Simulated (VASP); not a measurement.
# TeW (F-43m) in VASP: a series of runs

Runs on TeW. Level: PBE. Tasks: single point.

Everything below comes from runs of VASP 6.6.1. Logs are shortened: lines on timing, memory, paths and dates and some standing lists are left out, and cuts for length are marked.

## (1) The cell of the first run

It takes space group F-43m (No. 216, cubic). The conventional cell has a = 6.124 Å, b = 6.124 Å, c = 6.124 Å, α = 90.00°, β = 90.00°, γ = 90.00°. Within 3.5 Å of W (site symmetry -43m) lie 4 Te at 2.65 Å. Within 3.5 Å of Te (site symmetry -43m) lie 4 W at 2.65 Å.

## (2) Single point, PBE, collinear spin

INCAR reads:

```
SYSTEM = TeW
  PREC = Accurate
  ENCUT = 520
  EDIFF = 1E-7
  ISMEAR = 0
  SIGMA = 0.1
  LREAL = .False.
  LASPH = .True.
  NELM = 150
  ALGO = Normal
  ISIF = 2
  LWAVE = .False.
  LCHARG = .True.
  ISPIN = 2
  MAGMOM = 0.78 -0.02
  LORBIT = 11
  NUPDOWN = 1.0
  LMAXMIX = 4
  GGA = PE
  LELF = .True.
  LVHAR = .True.
  NBANDS = 21
```

KPOINTS reads:

```
Automatic mesh
0
Gamma
  12 12 12
  0 0 0
```

POSCAR reads:

```
TeW
1.0
    0.0000000000      3.0618296945      3.0618296945
    3.0618296945      0.0000000000      3.0618296945
    3.0618296945      3.0618296945      0.0000000000
W Te
1 1
Direct
    0.0000000000      0.0000000000      0.0000000000
    0.2500000000      0.2500000000      0.2500000000
```

Potentials or basis: VASP PAW PBE potentials, release 64 (W_sv, Te).

Run with:

```sh
> cat potpaw_PBE.64/W_sv/POTCAR potpaw_PBE.64/Te/POTCAR > POTCAR
> mpirun -np 1 vasp_std > vasp.out
```

OUTCAR:

```text
SYSTEM = TeW
   PREC = Accurate
   ENCUT = 520
   EDIFF = 1E-7
   ISMEAR = 0
   LREAL = .False.
   LASPH = .True.
   NELM = 150
   ISIF = 2
   ISPIN = 2
   LORBIT = 11
   NUPDOWN = 1.0
   GGA = PE

 ion  position               nearest neighbor table
   1  0.000  0.000  0.000-   2 2.65   2 2.65   2 2.65   2 2.65
   2  0.250  0.250  0.250-   1 2.65   1 2.65   1 2.65   1 2.65

  LATTYP: Found a face centered cubic cell.
 ALAT       =     6.1236593890

  Lattice vectors:

 A1 = (   0.0000000000,   3.0618296945,   3.0618296945)
 A2 = (   3.0618296945,   0.0000000000,   3.0618296945)
 A3 = (   3.0618296945,   3.0618296945,   0.0000000000)

Analysis of symmetry for initial positions (statically):
=====================================================================
 Subroutine PRICEL returns:
 Original cell was already a primitive cell.

 Routine SETGRP: Setting up the symmetry group for a
 face centered cubic supercell.

 Subroutine GETGRP returns: Found 24 space group operations
 (whereof 24 operations were pure point group operations)
 out of a pool of 48 trial point group operations.

The static configuration has the point symmetry T_d .

Analysis of symmetry for dynamics (positions and initial velocities):
=====================================================================
 Subroutine PRICEL returns:
 Original cell was already a primitive cell.

 Routine SETGRP: Setting up the symmetry group for a
 face centered cubic supercell.

 Subroutine GETGRP returns: Found 24 space group operations
 (whereof 24 operations were pure point group operations)
 out of a pool of 48 trial point group operations.

The dynamic configuration has the point symmetry T_d .

Analysis of structural, dynamic, and magnetic symmetry:
=====================================================================
 Subroutine PRICEL returns:
 Original cell was already a primitive cell.

 Routine SETGRP: Setting up the symmetry group for a
 face centered cubic supercell.

 Subroutine GETGRP returns: Found 24 space group operations
 (whereof 24 operations were pure point group operations)
 out of a pool of 48 trial point group operations.

The overall configuration has the point symmetry T_d .

 Subroutine INISYM returns: Found 24 space group operations
 (whereof 24 operations are pure point group operations),
 and found     1 'primitive' translations

----------------------------------------------------------------------------------------

                                     Primitive cell
[... 113 lines left out ...]
  Fermi-wavevector in a.u.,A,eV,Ry     =   1.151933  2.176837 18.054239  1.326949
  Thomas-Fermi vector in A             =   2.288587
   LORBIT       =     11    0 simple, 1 ext, 2 COOP (PROOUT), +10 PAW based schemes
   GGA     = PE    functional components
   LHFCALC =     F    Hartree Fock is set to
   AEXX    =    0.0000 exact exchange contribution
   IVDW    =     0    specifies the selected vdW correction
   LEPSILON=     F    determine dielectric tensor
   LRPA    =     F    only Hartree local field effects (RPA)
 spin polarized calculation
 Gauss-broadening in eV      SIGMA  =   0.10
  energy-cutoff  :      520.00
  volume of cell :       57.41
 maximum number of plane-waves:      1572
   NGX = 17   NGY = 17   NGZ = 17

 number of electron      20.0000001 magnetization       1.0000216

 Free energy of the ion-electron system (eV)
  ---------------------------------------------------
  ext. energy  EPLUGINS =         0.00000000
  ---------------------------------------------------
  free energy    TOTEN  =       -13.18304153 eV

  energy without entropy =      -13.16833144  energy(sigma->0) =      -13.17568648

 E-fermi :   6.3230     XC(G=0):  -9.8378

 val. band max:        6.3213336771   @ k =   0.0833   0.0000   0.0000
 cond. band min:       6.1147190171   @ k =  -0.3333   0.3333   0.0000
 fundamental gap:     -0.2066146600
 Fermi energy:         6.0876923411

 spin component 1

 k-point     1 :       0.0000    0.0000    0.0000
  band No.  band energies     occupation
      1     -67.7548      1.00000
      2     -32.0784      1.00000
      3     -32.0784      1.00000
      4     -32.0784      1.00000
      5      -6.6427      1.00000
      6       2.1347      1.00000
[... 565 lines left out ...]
     20      17.3953      0.00000
     21      20.0164      0.00000

 [... further k-points ...]

 spin component 2

 k-point     1 :       0.0000    0.0000    0.0000
  band No.  band energies     occupation
      1     -67.3923      1.00000
      2     -31.5867      1.00000
      3     -31.5867      1.00000
      4     -31.5867      1.00000
      5      -6.5885      1.00000
      6       2.3062      1.00000
[... 565 lines left out ...]
     20      17.5994      0.00000
     21      20.1491      0.00000

 [... further k-points ...]

------------------------ aborting loop because EDIFF is reached ----------------------------------------

  FORCE on cell =-STRESS in cart. coord.  units (eV):
  Direction    XX          YY          ZZ          XY          YZ          ZX
  --------------------------------------------------------------------------------------
  -------------------------------------------------------------------------------------
  Total       -0.1833574     -0.1833574     -0.1833574      0.0000000      0.0000000      0.0000000
  in kB       -5.1172414     -5.1172414     -5.1172414      0.0000000      0.0000000      0.0000000
  external PRESSURE =      -5.1172414 kB  Pullay stress =       0.0000000 kB

 VOLUME and BASIS-vectors are now :
 -----------------------------------------------------------------------------
  energy-cutoff  :      520.00
  volume of cell :       57.41
      direct lattice vectors                 reciprocal lattice vectors
     0.000000000  3.061829695  3.061829695    -0.163301049  0.163301049  0.163301049
     3.061829695  0.000000000  3.061829695     0.163301049 -0.163301049  0.163301049
     3.061829695  3.061829695  0.000000000     0.163301049  0.163301049 -0.163301049

 POSITION                                       TOTAL-FORCE (eV/Angst)
 -----------------------------------------------------------------------------------
      0.00000      0.00000      0.00000         0.000000      0.000000      0.000000
      1.53091      1.53091      1.53091        -0.000000     -0.000000     -0.000000
 -----------------------------------------------------------------------------------
    total drift:                               -0.000000     -0.000000     -0.000000

  FREE ENERGIE OF THE ION-ELECTRON SYSTEM (eV)
  ---------------------------------------------------
  free  energy   TOTEN  =       -13.1830415287 eV

  energy  without entropy=      -13.1683314361  energy(sigma->0) =      -13.17568648

 total charge

# of ion       s       p       d       tot
------------------------------------------
    1        2.324   6.126   3.511  11.961
    2        1.321   2.050   0.138   3.508
--------------------------------------------------
tot          3.645   8.176   3.648  15.470

 magnetization (x)

# of ion       s       p       d       tot
------------------------------------------
    1        0.022   0.007   0.790   0.820
    2       -0.006  -0.039   0.015  -0.030
--------------------------------------------------
tot          0.016  -0.031   0.805   0.790
```

stdout:

```text
POSCAR found type information on POSCAR W Te
 POSCAR found :  2 types and       2 ions
 scaLAPACK will be used
 LDA part: xc-table for (Slater+PW92), standard interpolation
 POSCAR, INCAR and KPOINTS ok, starting setup
 FFT: planning ... GRIDC
 FFT: planning ... GRID_SOFT
 FFT: planning ... GRID
 WAVECAR not read
 entering main loop
```

It took 79 s on 1 thread of Intel Xeon Platinum 8488C (Sapphire Rapids), shared host; peak memory 0.29 GiB.

Results:

| Property | Result |
| --- | --- |
| Free energy | -13.1830 eV |
| Pressure | -0.5 GPa |
| Net moment | 1.00 μB per cell |
| Site moments | W +0.82; Te -0.03 μB |
| Valence electrons inside the program's atomic spheres | W 11.96; Te 3.51 |

Caveat: spin-orbit coupling is left out, which moves the levels of the heavy elements; the total moment is fixed, so each spin has its own Fermi level.

## (3) Single point, PBE, collinear spin

INCAR reads:

```
SYSTEM = TeW
ALGO = Normal
EDIFF = 1E-7
ENCUT = 520
GGA = PE
ISIF = 2
ISMEAR = 0
ISPIN = 2
LASPH = .TRUE.
LCHARG = .FALSE.
LMAXMIX = 4
LORBIT = 11
LREAL = .FALSE.
LWAVE = .FALSE.
MAGMOM = 0.95 -0.02
NBANDS = 21
NELM = 150
NUPDOWN = 1.25
PREC = Accurate
SIGMA = 0.1
```

KPOINTS reads:

```
k-points
0
G
  12 12 12
  0 0 0
```

POSCAR is that of step 2.

Potentials or basis: VASP PAW PBE potentials, release 64 (W_sv, Te).

Run with:

```sh
> cat potpaw_PBE.64/W_sv/POTCAR potpaw_PBE.64/Te/POTCAR > POTCAR
> mpirun -np 1 vasp_std > vasp.out
```

OUTCAR:

```text
SYSTEM = TeW
   EDIFF = 1E-7
   ENCUT = 520
   GGA = PE
   ISIF = 2
   ISMEAR = 0
   ISPIN = 2
   LASPH = .TRUE.
   LORBIT = 11
   LREAL = .FALSE.
   NELM = 150
   NUPDOWN = 1.25
   PREC = Accurate

 ion  position               nearest neighbor table
   1  0.000  0.000  0.000-   2 2.65   2 2.65   2 2.65   2 2.65
   2  0.250  0.250  0.250-   1 2.65   1 2.65   1 2.65   1 2.65

  LATTYP: Found a face centered cubic cell.
 ALAT       =     6.1236593890

  Lattice vectors:

 A1 = (   0.0000000000,   3.0618296945,   3.0618296945)
 A2 = (   3.0618296945,   0.0000000000,   3.0618296945)
 A3 = (   3.0618296945,   3.0618296945,   0.0000000000)

Analysis of symmetry for initial positions (statically):
=====================================================================
 Subroutine PRICEL returns:
 Original cell was already a primitive cell.

 Routine SETGRP: Setting up the symmetry group for a
 face centered cubic supercell.

 Subroutine GETGRP returns: Found 24 space group operations
[... 774 lines left out ...]
      5      -6.5794      1.00000
      6       2.3292      1.00000
[... 565 lines left out ...]
     20      17.6330      0.00000
     21      20.1702      0.00000

 [... further k-points ...]

------------------------ aborting loop because EDIFF is reached ----------------------------------------

  FORCE on cell =-STRESS in cart. coord.  units (eV):
  Direction    XX          YY          ZZ          XY          YZ          ZX
  --------------------------------------------------------------------------------------
  -------------------------------------------------------------------------------------
  Total       -0.0739459     -0.0739459     -0.0739459      0.0000000     -0.0000000     -0.0000000
  in kB       -2.0637232     -2.0637232     -2.0637232      0.0000000     -0.0000000     -0.0000000
  external PRESSURE =      -2.0637232 kB  Pullay stress =       0.0000000 kB

 VOLUME and BASIS-vectors are now :
 -----------------------------------------------------------------------------
  energy-cutoff  :      520.00
  volume of cell :       57.41
      direct lattice vectors                 reciprocal lattice vectors
     0.000000000  3.061829695  3.061829695    -0.163301049  0.163301049  0.163301049
     3.061829695  0.000000000  3.061829695     0.163301049 -0.163301049  0.163301049
     3.061829695  3.061829695  0.000000000     0.163301049  0.163301049 -0.163301049

 POSITION                                       TOTAL-FORCE (eV/Angst)
 -----------------------------------------------------------------------------------
      0.00000      0.00000      0.00000        -0.000000     -0.000000     -0.000000
      1.53091      1.53091      1.53091         0.000000      0.000000      0.000000
 -----------------------------------------------------------------------------------
    total drift:                               -0.000000     -0.000000     -0.000000

  FREE ENERGIE OF THE ION-ELECTRON SYSTEM (eV)
  ---------------------------------------------------
  free  energy   TOTEN  =       -13.2091487061 eV

  energy  without entropy=      -13.1951808327  energy(sigma->0) =      -13.20216477

 total charge

# of ion       s       p       d       tot
------------------------------------------
    1        2.327   6.129   3.503  11.959
    2        1.321   2.052   0.136   3.509
--------------------------------------------------
tot          3.648   8.181   3.639  15.468

 magnetization (x)

# of ion       s       p       d       tot
------------------------------------------
    1        0.032   0.011   0.956   0.999
    2       -0.008  -0.046   0.021  -0.032
--------------------------------------------------
tot          0.024  -0.034   0.977   0.967
```

Wall time 88 s (1 thread of Intel Xeon Platinum 8488C (Sapphire Rapids), shared host); peak memory 0.29 GiB.

Results:

```yaml
Free_energy: -13.2091 eV
Pressure: -0.2 GPa
Net_moment: 1.25 μB per cell
Site_moments: W +1.00; Te -0.03 μB
Valence_electrons_inside_the_program's_atomic_spheres: W 11.96; Te 3.51
```

Caveat: spin-orbit coupling is left out, which moves the levels of the heavy elements; the total moment is fixed, so each spin has its own Fermi level.

## (4) Single point, PBE, collinear spin

INCAR reads:

```
PREC     = Accurate       # precision mode
ENCUT    = 520            # plane-wave cutoff, eV
EDIFF    = 1E-6           # SCF threshold, eV
ISMEAR   = 0              # smearing method
SIGMA    = 0.1            # smearing width, eV
LREAL    = F              # projectors in reciprocal space
LASPH    = T              # aspherical terms in the spheres
NELM     = 150            # most SCF steps
ALGO     = Normal         # electronic algorithm
ISIF     = 2              # what is computed and relaxed
LWAVE    = F              # write WAVECAR
LCHARG   = F              # write CHGCAR
ISPIN    = 2              # spin polarisation
MAGMOM   = 1.11 -0.02     # initial moments
LORBIT   = 11             # projections on sites
NUPDOWN  = 1.5            # fixed moment
LMAXMIX  = 4              # l up to which the mixer works
GGA      = PE             # functional
NBANDS   = 21             # bands
```

KPOINTS reads:

```
regular mesh
0
Gamma
  12 12 12
```

POSCAR is that of step 3.

Potentials or basis: VASP PAW PBE potentials, release 64 (W_sv, Te).

Run with:

```sh
> cat potpaw_PBE.64/W_sv/POTCAR potpaw_PBE.64/Te/POTCAR > POTCAR
> mpirun -np 1 vasp_std > vasp.out
```

OUTCAR:

```text
PREC = Accurate
   ENCUT = 520
   EDIFF = 1E-6
   ISMEAR = 0
   LREAL = F
   LASPH = T
   NELM = 150
   ISIF = 2
   ISPIN = 2
   LORBIT = 11
   NUPDOWN = 1.5
   GGA = PE

 ion  position               nearest neighbor table
   1  0.000  0.000  0.000-   2 2.65   2 2.65   2 2.65   2 2.65
   2  0.250  0.250  0.250-   1 2.65   1 2.65   1 2.65   1 2.65

  LATTYP: Found a face centered cubic cell.
 ALAT       =     6.1236593890

  Lattice vectors:

 A1 = (   0.0000000000,   3.0618296945,   3.0618296945)
 A2 = (   3.0618296945,   0.0000000000,   3.0618296945)
[... 1366 lines left out ...]

 VOLUME and BASIS-vectors are now :
 -----------------------------------------------------------------------------
  energy-cutoff  :      520.00
  volume of cell :       57.41
      direct lattice vectors                 reciprocal lattice vectors
     0.000000000  3.061829695  3.061829695    -0.163301049  0.163301049  0.163301049
     3.061829695  0.000000000  3.061829695     0.163301049 -0.163301049  0.163301049
     3.061829695  3.061829695  0.000000000     0.163301049  0.163301049 -0.163301049

 POSITION                                       TOTAL-FORCE (eV/Angst)
 -----------------------------------------------------------------------------------
      0.00000      0.00000      0.00000         0.000000      0.000000      0.000000
      1.53091      1.53091      1.53091        -0.000000     -0.000000     -0.000000
 -----------------------------------------------------------------------------------
    total drift:                               -0.000000     -0.000000     -0.000000

  FREE ENERGIE OF THE ION-ELECTRON SYSTEM (eV)
  ---------------------------------------------------
  free  energy   TOTEN  =       -13.2140050227 eV

  energy  without entropy=      -13.2004341538  energy(sigma->0) =      -13.20721959

 total charge

# of ion       s       p       d       tot
------------------------------------------
    1        2.332   6.132   3.491  11.955
    2        1.321   2.054   0.135   3.510
--------------------------------------------------
tot          3.653   8.186   3.626  15.465

 magnetization (x)

# of ion       s       p       d       tot
------------------------------------------
    1        0.045   0.016   1.111   1.171
    2       -0.009  -0.052   0.029  -0.032
--------------------------------------------------
tot          0.036  -0.036   1.139   1.139
```

OSZICAR:

```text
N       E                     dE             d eps       ncg     rms          rms(c)
DAV:   1     0.146785082797E+03    0.14679E+03   -0.90491E+03  6048   0.883E+02
DAV:   2    -0.757878080508E+01   -0.15436E+03   -0.14914E+03  6829   0.262E+02
DAV:   3    -0.132623033559E+02   -0.56835E+01   -0.56070E+01  7391   0.477E+01
DAV:   4    -0.133417863833E+02   -0.79483E-01   -0.79456E-01  6992   0.603E+00
DAV:   5    -0.133434939135E+02   -0.17075E-02   -0.17075E-02  7282   0.850E-01    0.123E+01
DAV:   6    -0.132240934958E+02    0.11940E+00   -0.10787E+00  6653   0.645E+00    0.513E+00
DAV:   7    -0.132151291948E+02    0.89643E-02   -0.61013E-02  6798   0.170E+00    0.288E+00
DAV:   8    -0.132140544633E+02    0.10747E-02   -0.10946E-02  7033   0.791E-01    0.132E+00
DAV:   9    -0.132137056354E+02    0.34883E-03   -0.14138E-03  7020   0.253E-01    0.165E-01
DAV:  10    -0.132139062526E+02   -0.20062E-03   -0.23842E-04  6929   0.114E-01    0.991E-02
DAV:  11    -0.132139835906E+02   -0.77338E-04   -0.57899E-05  6753   0.520E-02    0.350E-02
DAV:  12    -0.132140042524E+02   -0.20662E-04   -0.17957E-05  6836   0.258E-02    0.105E-02
DAV:  13    -0.132140050227E+02   -0.77027E-06   -0.70063E-07  5957   0.546E-03
   1 F= -.13214005E+02 E0= -.13207220E+02  d E =-.135709E-01  mag=     1.4999
```

Wall time 69 s (1 thread of Intel Xeon Platinum 8488C (Sapphire Rapids), shared host); peak memory 0.29 GiB.

Results:

- Free energy: -13.2140 eV
- Pressure: 0.2 GPa
- Net moment: 1.50 μB per cell
- Site moments: W +1.17; Te -0.03 μB
- Valence electrons inside the program's atomic spheres: W 11.96; Te 3.51

Caveat: spin-orbit coupling is left out, which moves the levels of the heavy elements; the total moment is fixed, so each spin has its own Fermi level.

[end of part 1 of 2]
